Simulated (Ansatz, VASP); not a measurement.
# One calculation of CsO, two programs

The input INCAR:

```
  ALGO = Normal
  EDIFF = 1E-6
  ENCUT = 520
  GGA = CA
  ISIF = 2
  ISMEAR = 0
  LASPH = T
  LCHARG = F
  LREAL = F
  LWAVE = F
  NBANDS = 23
  NELM = 60
  PREC = Accurate
  SIGMA = 0.05
```

The input KPOINTS:

```
k-points
0
Gamma
  8 8 8
```

POSCAR

```
CsO
1.0
   -2.2150250000      3.2953750000      3.7585000000
    2.2150250000     -3.2953750000      3.7585000000
    2.2150250000      3.2953750000     -3.7585000000
Cs O
2 2
Direct
    0.2500000000      0.2500000000      0.0000000000
    0.7500000000      0.7500000000      0.0000000000
    0.6200000000      0.0000000000      0.6200000000
    0.3800000000      0.0000000000      0.3800000000
```

Input for Ansatz:

```yaml
crystal:
  lattice:
    - [-2.215025, 3.295375, 3.7585]
    - [2.215025, -3.295375, 3.7585]
    - [2.215025, 3.295375, -3.7585]
  atoms:
    - { symbol: Cs, position: [0.25, 0.25, 0.0] }
    - { symbol: Cs, position: [0.75, 0.75, 0.0] }
    - { symbol: O, position: [0.62, 0.0, 0.62] }
    - { symbol: O, position: [0.38, 0.0, 0.38] }
basis:
  ecutwfc: 420
kpoints:
  mp_grid: { grid: [8, 8, 8] }
hamiltonian:
  xc: lda
scf:
  occupations: { method: gaussian, width: 0.05 }
output:
  forces: true
  stress: true
  eigenvalues: true
```

Change from the starting cell: strain +0.025 along x and y, +0.000 along z, atoms carried along.

Alike in both runs: task single point; functional LDA; k mesh 8 × 8 × 8; occupations gaussian, width 0.05 eV; no spin polarisation.

|  | VASP | Ansatz |
| --- | --- | --- |
| version | VASP 6.6.1 | Ansatz 0.2.0 |
| potentials or method | VASP PAW LDA potentials, release 64 (Cs_sv, O), cutoff 520 eV | scalar-relativistic, plane waves, PAW |
| valence electrons in the cell | 30 | 30 |

```csv
,VASP,Ansatz,Ansatz less VASP
gap on the k mesh at the Fermi level (eV),1.50,1.51,+0.009
least direct gap on the mesh (eV),1.63,1.64,+0.011
pressure (GPa),-4.6,-4.9,-0.24
"traceless stress, the component that is largest in VASP (GPa)",-2.19,-2.34,-0.151
rms of the force components (eV/Å),0.658,0.721,+0.0632
```

LDA's correlation is that of Perdew and Zunger in VASP and of Perdew and Wang (1992) in Ansatz. Atom by atom the forces differ by 0.063 eV/Å (rms over components).

Spin-orbit coupling is off throughout.
